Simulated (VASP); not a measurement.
Write the native input for VASP 6.6.1 that does the following.

```
Task                   : single point
Functional             : PBE
Potentials or basis    : VASP PAW PBE potentials, release 64 (Co)
Cutoff                 : 520 eV
k mesh                 : 11 × 11 × 15
Occupations            : fermi-dirac, width 0.1 eV
Spin                   : no spin polarisation
Dipole correction      : no
Further INCAR settings : ALGO = Normal; EDIFF = 1e-06; NBANDS = 20
```

The structure of Co lies in POSCAR:

```
Co
1.0
    4.0111772276      0.0000000000      0.0000000000
   -2.0055886138      3.4737813782      0.0000000000
    0.0000000000      0.0000000000      2.4586829152
Co
3
Direct
    0.0000000000      0.0000000000      0.0000000000
    0.3333333333      0.6666666667      0.5000000000
    0.6666666667      0.3333333333      0.5000000000
```

This isn't the form of Co at room conditions, which is hcp.

The input as run:

INCAR

```
SYSTEM = Co
  PREC = Accurate
  ENCUT = 520
  EDIFF = 1E-6
  ISMEAR = -1
  SIGMA = 0.1
  LREAL = .FALSE.
  LASPH = .TRUE.
  NELM = 60
  ALGO = Normal
  ISIF = 2
  LWAVE = .FALSE.
  LCHARG = .FALSE.
  GGA = PE
  NBANDS = 20
```

KPOINTS

```
Automatic mesh
0
G
  11 11 15
  0 0 0
```

Potentials or basis: VASP PAW PBE potentials, release 64 (Co).

The run is started by

```sh
$ cat potpaw_PBE.64/Co/POTCAR > POTCAR
$ mpirun -np 1 vasp_std > vasp.out
```

It gave:

```
Pressure               : -15.4 GPa
Band gap on the k mesh : zero (an odd number of electrons rules out a gap without spin polarisation)
```

Caveat: the cell stands under tension; the run has no spin polarisation, though such a crystal can be magnetic.

Wall time 110 s on 1 thread of AMD EPYC 7R43 64-Core Processor (Zen 3), on a shared host, peak memory 0.15 GiB.
